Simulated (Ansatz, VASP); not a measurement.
# Ti: VASP beside Ansatz

Contents of POSCAR:

```
Ti
1.0
    2.7981000000      0.0000000000      0.0000000000
   -1.3990500000      2.4232256823      0.0000000000
    0.0000000000      0.0000000000      5.0095000000
Ti
2
Direct
    0.3333333333      0.6666666667      0.2500000000
    0.6666666667      0.3333333333      0.7500000000
```

File INCAR.step1:

```
SYSTEM = Ti
PREC = Accurate
ENCUT = 520
ISMEAR = 1
SIGMA = 0.05
LREAL = .False.
LASPH = .True.
NELM = 60
NBANDS = 19
GGA = PE
ALGO = Normal
EDIFF = 1E-4
LWAVE = .True.
LCHARG = .False.
```

Contents of INCAR.step2:

```
SYSTEM = Ti
PREC = Accurate
ENCUT = 520
EDIFF = 1E-6
ISMEAR = 1
SIGMA = 0.05
LREAL = .False.
LASPH = .True.
NELM = 60
ALGO = Normal
ISIF = 2
LWAVE = .False.
LCHARG = .False.
METAGGA = R2SCAN
LMIXTAU = .True.
NBANDS = 19
ISTART = 1
```

The input KPOINTS:

```
Automatic mesh
0
Gamma
  18 18 10
  0 0 0
```

Input for Ansatz:

```yaml
crystal:
  lattice:
    - [2.7981, 0.0, 0.0]
    - [-1.39905, 2.4232256823, 0.0]
    - [0.0, 0.0, 5.0095]
  atoms:
    - { symbol: Ti, position: [0.3333333333, 0.6666666667, 0.25] }
    - { symbol: Ti, position: [0.6666666667, 0.3333333333, 0.75] }
basis:
  ecutwfc: 520.0
kpoints:
  mp_grid: { grid: [18, 18, 10] }
hamiltonian:
  xc: r2scan
scf:
  occupations: { method: cold, width: 0.05 }
output:
  forces: true
  stress: true
  eigenvalues: true
```

Alike in both runs: task single point; functional r2SCAN; k mesh 18 × 18 × 10; no spin polarisation.

```csv
,VASP,Ansatz
version,VASP 6.6.1,Ansatz 0.2.0
potentials or method,"VASP PAW PBE potentials, release 64 (Ti_sv), cutoff 520 eV","scalar-relativistic, plane waves, PAW"
occupations,"methfessel-paxton of order 1, width 0.05 eV","cold, width 0.05 eV"
valence electrons in the cell,24,24
```

|  | VASP | Ansatz | Ansatz less VASP |
| --- | --- | --- | --- |
| gap on the k mesh at the Fermi level (eV) | none | none | - |
| pressure (GPa) | 2.6 | 2.2 | -0.38 |
| traceless stress, the component that is largest in VASP (GPa) | -10.75 | -10.66 | +0.086 |

VASP's potentials were made for PBE, not for r2SCAN. A gap of «none» marks a metal or a gap that the smearing closes.
